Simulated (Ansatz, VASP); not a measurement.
## Two plane-wave programs on Sn2GeO3

```
Sn Ge O
1.0
     3.80000    0.00000    0.00000
     0.00000   11.25000    0.00000
     0.00000    0.00000    4.60000
Sn Ge O
4 2 6
Direct
  0.00000 0.83330 0.76200
  0.00000 0.16670 0.76200
  0.50000 0.66670 0.23800
  0.50000 0.33330 0.23800
  0.00000 0.50000 0.76200
  0.50000 0.00000 0.23800
  0.00000 0.66670 0.00000
  0.00000 0.33330 0.00000
  0.00000 0.00000 0.00000
  0.50000 0.83330 0.00000
  0.50000 0.16670 0.00000
  0.50000 0.50000 0.00000
```

Alike in both runs: task relaxation of cell and atoms; functional PBE; k mesh 3 × 1 × 3; occupations gaussian, width 0.15 eV; no spin polarisation.

|  | VASP | Ansatz |
| --- | --- | --- |
| version | VASP 6.6.1 | Ansatz 0.2.0 |
| potentials or method | VASP PAW PBE potentials, release 64 (Sn_d, Ge_d, O), cutoff 600 eV | scalar-relativistic, plane waves, PAW |
| valence electrons in the cell | 120 | 120 |

Ansatz gave:

| Quantity | Value |
| --- | --- |
| gap on the k mesh at the Fermi level, each at its own relaxed structure (eV) | 1.55 |
| relaxed volume (Å³/atom) | 17.06 |
| relaxed length of the cell vector where the two differ most in proportion (Å) | 4.765 |

**Question.** What did VASP give for the same quantities?

**Answer.** gap on the k mesh at the Fermi level, each at its own relaxed structure (eV): 1.50; relaxed volume (Å³/atom): 16.82; relaxed length of the cell vector where the two differ most in proportion (Å): 4.698.

The k mesh is coarse, so the values compare programs but aren't converged.
